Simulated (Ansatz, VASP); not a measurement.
Two plane-wave programs on MgS

The input INCAR:

```
SYSTEM = MgS
PREC = Accurate
ENCUT = 520
EDIFF = 1E-6
ISMEAR = 0
SIGMA = 0.01
LREAL = .False.
LASPH = .True.
NELM = 80
ALGO = Normal
ISIF = 2
LWAVE = .False.
LCHARG = .False.
GGA = PE
NBANDS = 16
```

The input KPOINTS:

```
Automatic mesh
0
Gamma
  12 12 4
  0 0 0
```

Contents of POSCAR:

```
MgS
1.0
    4.0286256282      0.0000000000      0.0000000000
   -2.0143128141      3.4888921364      0.0000000000
    0.0000000000      0.0000000000      6.4543928025
Mg S
2 2
Direct
    0.3333333333      0.6666666667     -0.0028727188
    0.6666666667      0.3333333333      0.4971272812
    0.3333333333      0.6666666667      0.3778727188
    0.6666666667      0.3333333333      0.8778727188
```

Input for Ansatz:

```yaml
crystal:
  lattice:
    - [4.0286256282, 0.0, 0.0]
    - [-2.0143128141, 3.4888921364, 0.0]
    - [0.0, 0.0, 6.4543928025]
  atoms:
    - { symbol: Mg, position: [0.3333333333, 0.6666666667, -0.0028727188] }
    - { symbol: Mg, position: [0.6666666667, 0.3333333333, 0.4971272812] }
    - { symbol: S, position: [0.3333333333, 0.6666666667, 0.3778727188] }
    - { symbol: S, position: [0.6666666667, 0.3333333333, 0.8778727188] }
kpoints:
  mp_grid: { grid: [12, 12, 4] }
  band_path:
    path:
      - [0.0, 0.0, 0.0]
      - [0.5, 0.0, 0.0]
      - [0.3333333333, 0.3333333333, 0.0]
      - [0.0, 0.0, 0.5]
      - [0.5, 0.0, 0.5]
      - [0.3333333333, 0.3333333333, 0.5]
    npoints: 1
hamiltonian:
  xc: pbe
scf:
  occupations: { method: fixed }
  n_extra_bands: 5
output:
  forces: true
  stress: true
  eigenvalues: true
```

Alike in both runs: task single point; functional PBE; k mesh 12 × 12 × 4; no spin polarisation.

```csv
,VASP,Ansatz
version,VASP 6.6.1,Ansatz 0.2.0
potentials or method,"VASP PAW PBE potentials, release 64 (Mg, S)","plane waves, PAW"
plane-wave cutoff (eV),520,420
occupations,"gaussian, width 0.01 eV",fixed
valence electrons in the cell,16,32
```

Ansatz gave:

- gap on the k mesh at the Fermi level (eV): 3.47
- pressure (GPa): 1.1

**Question.** What did VASP give for the same quantities?

**Answer.** gap on the k mesh at the Fermi level (eV): 3.47; pressure (GPa): 0.9.

VASP's potentials hold 16 valence electrons a cell and Ansatz's 32, so a difference there can come from the potentials and not from the codes.
